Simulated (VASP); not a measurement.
**SiC: single point with PBE**

SiC:

```
CELL_PARAMETERS angstrom
3.12518 0.00000 0.00000
-1.56259 2.70648 0.00000
0.00000 0.00000 5.12989
ATOMIC_POSITIONS crystal
Si 0.33333 0.66667 0.49954
Si 0.66667 0.33333 0.99954
C 0.33333 0.66667 0.87546
C 0.66667 0.33333 0.37546
```

This cell differs from its parent crystal: strain +1.6%.

| Property | Result |
| --- | --- |
| Program | VASP 6.6.1 |
| Task | single point |
| Functional | PBE |
| Potentials or basis | VASP PAW PBE potentials, release 64 (Si, C) |
| Cutoff | 520 eV |
| k mesh | 12 × 12 × 6 |
| Occupations | fermi-dirac, width 0.02 eV |
| Spin | no spin polarisation |
| Dipole correction | no |
| Further INCAR settings | ALGO = Normal; EDIFF = 1e-06; NBANDS = 16 |

```
Pressure               : -6.5 GPa
Band gap on the k mesh : 2.36 eV (least direct gap 3.88 eV)
```

Levels at points of the mesh, in eV from the valence-band top:
| k point | band 5 | band 6 | band 7 | band 8 | band 9 | band 10 | band 11 | band 12 |
| --- | --- | --- | --- | --- | --- | --- | --- | --- |
| (0.00, 0.00, 0.00) | -1.29 | -0.11 | 0.00 | 0.00 | 4.41 | 5.70 | 6.39 | 6.39 |
| (0.50, 0.00, 0.00) | -5.26 | -3.22 | -3.15 | -1.18 | 2.70 | 4.18 | 6.51 | 6.95 |
| (0.00, 0.00, 0.50) | -0.70 | -0.70 | -0.70 | -0.70 | 5.49 | 5.49 | 7.10 | 7.10 |
| (0.50, 0.00, 0.50) | -2.38 | -2.38 | -2.28 | -2.28 | 3.18 | 3.18 | 5.06 | 5.06 |

Run time: 54 s on 1 thread of Intel Xeon 8259CL (shared host), peak memory 0.18 GiB.

Caveat: the cell differs from its parent crystal (strain +1.6%); the cell stands under tension. A k mesh can miss the band edges.
